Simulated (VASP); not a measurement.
**ZnSe: single point with LDA**

The system is ZnSe.

```xyz
2
Lattice="0.0000 2.8905 2.8338 2.8905 0.0000 2.8338 2.8905 2.8905 0.0000" Properties=species:S:1:pos:R:3 pbc="T T T"
Zn    0.0000    0.0000    0.0000
Se    4.3357    4.3357    4.2507
```

This cell differs from its parent crystal: equal xx and yy strain of +2 %.

```yaml
Program: VASP 6.6.1
Task: single point
Functional: LDA
Potentials_or_basis: VASP PAW LDA potentials, release 64 (Zn, Se)
Cutoff: 520 eV
k_mesh: 8 × 8 × 8
Occupations: fermi-dirac, width 0.03 eV
Spin: no spin polarisation
Dipole_correction: no
Further_INCAR_settings: ALGO = Normal; EDIFF = 1e-06; NBANDS = 16
```

The pressure is -5.2 GPa and the band gap on the k mesh is 0.86 eV, direct.

Stress tensor (GPa, compression positive):
```
-5.41  0.00  0.00
 0.00 -5.41  0.00
 0.00  0.00 -4.64
```

Levels at points of the mesh, in eV from the valence-band top:
```
           k point  band 5  band 6  band 7  band 8  band 9  band 10  band 11  band 12  band 13  band 14
(0.00, 0.00, 0.00)   -6.26   -6.26   -0.07   -0.07    0.00     0.86     5.66     5.67     5.67     9.44
(0.50, 0.00, 0.00)   -6.24   -6.12   -5.09   -0.92   -0.81     2.25     6.17     6.32     8.19    10.49
(0.50, 0.50, 0.00)   -6.22   -6.08   -4.62   -2.18   -2.18     2.79     3.15    10.30    10.76    10.76
(0.50, 0.00, 0.50)   -6.22   -6.10   -4.74   -2.09   -2.06     2.87     3.34    10.12    10.66    10.86
```

It took 32 s on 1 thread of AMD EPYC 7R43 64-Core Processor (Zen 3) (shared host), peak memory 0.14 GiB.

Caveat: the cell differs from its parent crystal (equal xx and yy strain of +2 %).
